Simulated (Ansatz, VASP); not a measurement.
One calculation of CdTe, two programs

File INCAR:

```
SYSTEM = CdTe
PREC     = Accurate       ! precision mode
ENCUT    = 520            ! plane-wave cutoff, eV
EDIFF    = 1E-6           ! SCF threshold, eV
ISMEAR   = 0              ! smearing method
SIGMA    = 0.05           ! smearing width, eV
LREAL    = .False.        ! projectors in reciprocal space
LASPH    = .True.         ! aspherical terms in the spheres
NELM     = 100            ! most SCF steps
ALGO     = Normal         ! electronic algorithm
ISIF     = 2              ! what is computed and relaxed
LWAVE    = .False.        ! write WAVECAR
LCHARG   = .True.         ! write CHGCAR
GGA      = PE             ! functional
LELF     = .True.         ! ELF
LVHAR    = .True.       
NBANDS   = 16             ! bands
```

File KPOINTS:

```
regular mesh
0
Gamma
  8 8 8
  0 0 0
```

File POSCAR:

```
CdTe
1.0
    0.0000000000      3.1569250000      3.1569250000
    3.1569250000      0.0000000000      3.1569250000
    3.1569250000      3.1569250000      0.0000000000
Cd Te
1 1
Direct
    0.0000000000      0.0000000000      0.0000000000
    0.7500000000      0.7500000000      0.7500000000
```

Input for Ansatz:

```yaml
crystal:
  lattice:
    - [0.0, 3.156925, 3.156925]
    - [3.156925, 0.0, 3.156925]
    - [3.156925, 3.156925, 0.0]
  atoms:
    - { symbol: Cd, position: [0.0, 0.0, 0.0] }
    - { symbol: Te, position: [0.75, 0.75, 0.75] }
basis:
  ecutwfc: 420
kpoints:
  mp_grid: { grid: [8, 8, 8] }
hamiltonian:
  xc: pbe
scf:
  occupations: { method: gaussian, width: 0.05 }
output:
  forces: true
  stress: true
  eigenvalues: true
```

Change from the starting cell: strain -0.015 along x and y, -0.015 along z, atoms carried along.

Alike in both runs: task single point; functional PBE; k mesh 8 × 8 × 8; occupations gaussian, width 0.05 eV; no spin polarisation.

|  | VASP | Ansatz |
| --- | --- | --- |
| version | VASP 6.6.1 | Ansatz 0.2.0 |
| potentials or method | VASP PAW PBE potentials, release 64 (Cd, Te), cutoff 520 eV | scalar-relativistic, plane waves, PAW |
| valence electrons in the cell | 18 | 36 |

VASP gave:

```
gap on the k mesh at the Fermi level (eV) : 1.02
least direct gap on the mesh (eV)         : 1.02
pressure (GPa)                            : 7.1
```

Q: Which values does Ansatz return?

A: gap on the k mesh at the Fermi level (eV): 1.01; least direct gap on the mesh (eV): 1.01; pressure (GPa): 7.0.

VASP's potentials hold 18 valence electrons a cell and Ansatz's 36, so a difference there can come from the potentials and not from the codes.

Neither program's run includes spin-orbit coupling.
